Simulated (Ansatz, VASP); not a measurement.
## Ti3Al in VASP and in Ansatz

```
CELL_PARAMETERS angstrom
2.82213 0.00000 0.00000
-1.41106 2.44404 0.00000
0.00000 0.00000 9.61951
ATOMIC_POSITIONS crystal
Ti 0.66667 0.33333 0.00000
Ti 0.33333 0.66667 0.74570
Ti 0.33333 0.66667 0.25430
Al 0.66667 0.33333 0.50000
```

Alike in both runs: task single point; functional PBEsol; k mesh 15 × 15 × 6; occupations gaussian, width 0.15 eV; no spin polarisation.

|  | VASP | Ansatz |
| --- | --- | --- |
| version | VASP 6.6.1 | Ansatz 0.2.0 |
| potentials or method | VASP PAW PBE potentials, release 64 (Ti_sv, Al), cutoff 520 eV | scalar-relativistic, plane waves, PAW |
| valence electrons in the cell | 39 | 39 |

Ansatz gave:

```
gap on the k mesh at the Fermi level (eV)                     : none
pressure (GPa)                                                : -0.5
traceless stress, the component that is largest in VASP (GPa) : -6.27
rms of the force components (eV/Å)                            : 0.040
```

Q: Which values does VASP return?

A: gap on the k mesh at the Fermi level (eV): none; pressure (GPa): -0.6; traceless stress, the component that is largest in VASP (GPa): -6.18; rms of the force components (eV/Å): 0.044.

VASP's potentials were made for PBE, not for PBEsol, and Ansatz warns of the same on its side. Atom by atom the forces differ by 0.004 eV/Å (rms over components). A gap of «none» marks a metal or a gap that the smearing closes.
